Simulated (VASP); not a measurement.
Set up this calculation in VASP 6.6.1, as the native input.

```
Task                   : single point
Functional             : PBEsol
Potentials or basis    : VASP PAW PBE potentials, release 64 (Zn, Cu)
Cutoff                 : 520 eV
k mesh                 : 16 × 16 × 16
Occupations            : gaussian, width 0.15 eV
Spin                   : no spin polarisation
Dipole correction      : no
Further INCAR settings : ALGO = Fast; EDIFF = 1e-06; NBANDS = 18
```

The structure of ZnCu lies in POSCAR:

```
ZnCu
1.0
    2.9450000000      0.0000000000      0.0000000000
    0.0000000000      2.9450000000      0.0000000000
    0.0000000000      0.0000000000      2.9450000000
Zn Cu
1 1
Direct
    0.5000000000      0.5000000000      0.5000000000
    0.0196044234      0.0196044234      0.0196044234
```

This cell differs from its parent crystal: all Cu atoms moved -0.100 Å, as atom 2 towards its neighbour atom 1 (Zn) at 2.550 Å.

The input as run:

INCAR

```
SYSTEM = ZnCu
  PREC = Accurate
  ENCUT = 520
  EDIFF = 1E-6
  ISMEAR = 0
  SIGMA = 0.15
  LREAL = .FALSE.
  LASPH = .TRUE.
  NELM = 60
  ALGO = Fast
  ISIF = 2
  LWAVE = .FALSE.
  LCHARG = .FALSE.
  GGA = PS
  NBANDS = 18
```

KPOINTS

```
Automatic mesh
0
G
  16 16 16
  0 0 0
```

Potentials or basis: VASP PAW PBE potentials, release 64 (Zn, Cu).

Run with:

```console
$ cat potpaw_PBE.64/Zn/POTCAR potpaw_PBE.64/Cu/POTCAR > POTCAR
$ mpirun -np 1 vasp_std > vasp.out
```

Results of the run:

The pressure is -3.2 GPa. The largest force is 0.462 eV/Å and the band gap on the k mesh is zero (an odd number of electrons rules out a gap without spin polarisation).

Caveat: the cell differs from its parent crystal (all Cu atoms moved -0.100 Å, as atom 2 towards its neighbour atom 1 (Zn) at 2.550 Å); the cell stands under tension; the PAW data sets were made with another functional, which shifts forces and pressure a little.

Run time: 110 s on 1 thread of AMD EPYC 9R45 96-Core Processor (Zen 5), on a shared host, peak memory 0.28 GiB.
